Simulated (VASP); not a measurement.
A run of VASP 6.6.1 is set up as follows.

The input INCAR:

```
PREC = Accurate
ENCUT = 600
EDIFF = 1E-7
ISMEAR = -1
SIGMA = 0.02
LREAL = F
LASPH = T
NELM = 120
ALGO = Normal
ISIF = 3
LWAVE = F
LCHARG = F
IBRION = 2
NSW = 80
EDIFFG = -0.005
GGA_COMPAT = F
NELMIN = 4
```

File KPOINTS:

```
Automatic mesh
0
Gamma
  6 6 8
```

POSCAR

```
MgF2
1.0
    4.6975999621      0.0000000000      0.0000000000
    0.0000000000      4.6975999621      0.0000000000
    0.0000000000      0.0000000000      3.0930660725
Mg F
2 4
Direct
    0.0000000000      0.0000000000      0.0000000000
    0.5000000000      0.5000000000      0.5000000000
    0.3035644555      0.3035644555      0.0000000000
    0.1964355445      0.8035644555      0.5000000000
    0.6964355445      0.6964355445      0.0000000000
    0.8035644555      0.1964355445      0.5000000000
```

Potentials or basis: VASP PAW LDA potentials, release 64 (Mg, F).

Run with:

```console
$ cat potpaw_LDA.64/Mg/POTCAR potpaw_LDA.64/F/POTCAR > POTCAR
$ mpirun -np 1 vasp_std > vasp.out
```

Q: Estimate the space group after relaxing (to 0.1 Å).

A: P4_2/mnm (No. 136).

Q: What does it give for the relaxed cell?

A: a = 4.524 Å, b = 4.524 Å, c = 2.998 Å, α = 90.00°, β = 90.00°, γ = 90.00°.

Forces in eV/Å, atoms in the order of the input:
```
Mg   0.000  0.000  0.000
Mg   0.000  0.000  0.000
F    0.002  0.002  0.000
F   -0.002  0.002  0.000
F   -0.002 -0.002  0.000
F    0.002 -0.002  0.000
```

LDA usually gives volumes a few per cent too small. Zero-point motion and thermal expansion aren't in these numbers.
